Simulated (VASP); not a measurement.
**Be2ZnO3: single point with PBE**

The system is Be2ZnO3.

```
Be Zn O
1.0
     4.74451    0.00000    0.00000
    -2.37225    4.10886    0.00000
     0.00000    0.00000    2.63526
Be Zn O
2 1 3
Direct
  0.33333 0.66667 0.00000
  0.66667 0.33333 0.00000
  0.00000 0.00000 0.00000
  0.50000 0.00000 0.50000
  0.50000 0.50000 0.50000
  0.00000 0.50000 0.50000
```

The cell was built from a structure type or drawn by symmetry, and may not be a known phase.

```json
{
  "Program": "VASP 6.6.1",
  "Task": "single point",
  "Functional": "PBE",
  "Potentials or basis": "VASP PAW PBE potentials, release 64 (Be, Zn, O)",
  "Cutoff": "520 eV",
  "k mesh": "6 × 6 × 6",
  "Occupations": "gaussian, width 0.1 eV",
  "Spin": "no spin polarisation"
}
```

- Pressure: -7.2 GPa
- Band gap on the k mesh: zero (bands 17 and 18 overlap by 0.64 eV)

Stress tensor (GPa, compression positive):
```
 11.67   0.00   0.00
  0.00  11.67   0.00
  0.00   0.00 -44.91
```

Levels at points of the mesh, in eV from the Fermi level:
```
           k point  band 13  band 14  band 15  band 16  band 17  band 18  band 19  band 20  band 21  band 22
(0.00, 0.00, 0.00)    -2.96    -1.05    -1.05    -0.47    -0.47    -0.42     6.82     7.31     7.31     7.31
(0.50, 0.00, 0.00)    -2.92    -2.35    -1.79    -1.05    -0.33     0.78     3.20     5.71     7.96     9.80
(0.00, 0.00, 0.50)    -3.45    -3.45     0.00     0.22     0.22     1.72     3.12     3.53     3.53     6.26
(0.50, 0.00, 0.50)    -3.47    -3.14    -1.97    -1.90     0.16     1.18     3.78     5.80     7.36     7.79
```

Wall time 48 s on 1 thread of Intel Xeon 8259CL, on a shared host, peak memory 0.18 GiB.

Caveat: the k points lie up to 0.40 Å⁻¹ apart, too coarse for converged energies and pressures of a metal; semilocal functionals underestimate gaps, so a narrow gap can read as zero.
